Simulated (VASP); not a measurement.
Input of a VASP 6.6.1 run:

INCAR

```
  PREC = Accurate
  ENCUT = 520
  EDIFF = 1E-6
  ISMEAR = 0
  SIGMA = 0.1
  LREAL = F
  LASPH = T
  NELM = 60
  ALGO = Fast
  ISIF = 2
  LWAVE = F
  LCHARG = T
  GGA = PE
  LELF = T
  LVHAR = T
  NBANDS = 20
```

The input KPOINTS:

```
Automatic mesh
0
Gamma
  14 14 16
```

File POSCAR:

```
In
1.0
    3.8335111631      0.0000000000      0.0000000000
    0.0000000000      3.8335111631      0.0000000000
    0.0000000000      0.0000000000      3.6623078885
In
2
Direct
    0.5000000000      0.0000000000      0.2499153087
    0.0000000000      0.5000000000      0.7500846913
```

Potentials or basis: VASP PAW PBE potentials, release 64 (In_d).

Run with:

```bash
$ cat potpaw_PBE.64/In_d/POTCAR > POTCAR
$ mpirun -np 1 vasp_std > vasp.out
```

Problem. Predict the pressure.

Solution. 1.1 GPa.

Problem. What does it give for the band gap on the k mesh?

Solution. Zero (bands 13 and 14 overlap by 7.48 eV).

Caveat: spin-orbit coupling is left out, which moves the levels of the heavy elements.
